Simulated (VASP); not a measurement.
**C: single point with r2SCAN**

C:

```
C
1.0
     0.00000    1.78012    1.78012
     1.78012    0.00000    1.78012
     1.78012    1.78012    0.00000
C
2
Direct
  0.00000 0.00000 0.00000
  0.25000 0.25000 0.25000
```

```json
{
  "Program": "VASP 6.6.1",
  "Task": "single point",
  "Functional": "r2SCAN",
  "Potentials or basis": "VASP PAW PBE potentials, release 64 (C)",
  "Cutoff": "520 eV",
  "k mesh": "10 × 10 × 10",
  "Occupations": "gaussian, width 0.01 eV",
  "Spin": "no spin polarisation"
}
```

The pressure is 1.1 GPa and the band gap on the k mesh is 4.38 eV, indirect (least direct gap 5.85 eV).

Levels at points of the mesh, in eV from the valence-band top:
```tsv
k point	band 1	band 2	band 3	band 4	band 5	band 6	band 7	band 8	band 9
(0.00, 0.00, 0.00)	-22.77	0.00	0.00	0.00	5.85	5.85	5.85	13.95	20.47
(0.50, 0.00, 0.00)	-16.79	-14.11	-2.99	-2.99	8.90	8.90	9.20	16.75	23.30
(0.50, 0.50, 0.00)	-13.63	-13.63	-6.69	-6.69	5.01	5.01	17.96	17.96	24.73
```

It took 21 s on 1 thread of AMD EPYC 9R45 96-Core Processor (Zen 5), on a shared host, peak memory 0.09 GiB.

Caveat: the PAW data sets were made with another functional, which shifts forces and pressure a little. A k mesh can miss the band edges.
